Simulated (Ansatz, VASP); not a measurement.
# Mo3W: VASP beside Ansatz

Contents of INCAR:

```
SYSTEM = Mo3W
ALGO = Normal
EDIFF = 1E-6
ENCUT = 500
GGA = PE
GGA_COMPAT = .FALSE.
ISIF = 2
ISMEAR = 0
LASPH = .TRUE.
LCHARG = .FALSE.
LMAXMIX = 4
LNONCOLLINEAR = .TRUE.
LORBIT = 11
LORBMOM = .TRUE.
LREAL = .FALSE.
LSORBIT = .TRUE.
LWAVE = .FALSE.
MAGMOM = 0 0 0 0 0 0 0 0 0 0 0 0
NBANDS = 70
NELM = 200
PREC = Accurate
SIGMA = 0.1
```

Contents of KPOINTS:

```
k-points
0
G
  12 12 12
  0 0 0
```

POSCAR

```
Mo3W
1.0
    0.0000000000      3.1659870310      3.1659870310
    3.1659870310      0.0000000000      3.1659870310
    3.1659870310      3.1659870310      0.0000000000
Mo W
3 1
Direct
    0.7500000000      0.7500000000      0.7500000000
    0.2500000000      0.2500000000      0.2500000000
    0.0000000000      0.0000000000      0.0000000000
    0.5000000000      0.5000000000      0.5000000000
```

Input for Ansatz:

```yaml
crystal:
  lattice:
    - [0.0, 3.165987031, 3.165987031]
    - [3.165987031, 0.0, 3.165987031]
    - [3.165987031, 3.165987031, 0.0]
  atoms:
    - { symbol: Mo, position: [0.75, 0.75, 0.75] }
    - { symbol: Mo, position: [0.25, 0.25, 0.25] }
    - { symbol: Mo, position: [0.0, 0.0, 0.0] }
    - { symbol: W, position: [0.5, 0.5, 0.5] }
basis:
  ecutwfc: 420
kpoints:
  mp_grid: { grid: [12, 12, 12] }
  band_path:
    path:
      - [[0.0, 0.0, 0.0], [0.5, 0.0, 0.5], [0.625, 0.25, 0.625]]
      - [[0.375, 0.375, 0.75], [0.0, 0.0, 0.0], [0.5, 0.5, 0.5], [0.5, 0.25, 0.75], [0.5, 0.0, 0.5]]
    npoints: 10
hamiltonian:
  xc: pbe
scf:
  occupations: { method: gaussian, width: 0.1 }
output:
  forces: true
  stress: true
  eigenvalues: true
  populations: true
  dos: { projected: true, de: 0.02 }
  bader: false
  write_density: true
  write_potential: true
  elf: true
  volumetric_format: npy
magnetization:
  noncollinear: true
  spin_orbit: true
```

Alike in both runs: task single point; functional PBE; k mesh 12 × 12 × 12; occupations gaussian, width 0.1 eV; non-collinear spin, spin-orbit coupling.

|  | VASP | Ansatz |
| --- | --- | --- |
| version | VASP 6.6.1 | Ansatz 0.2.0 |
| potentials or method | VASP PAW PBE potentials, release 64 (Mo_sv, W_sv), cutoff 500 eV | plane waves, PAW |
| valence electrons in the cell | 56 | 56 |

```csv
,VASP,Ansatz,Ansatz less VASP
pressure (GPa),0.8,0.1,-0.67
```

The functional is the same, so the differences come from potentials, cutoffs and numerics.
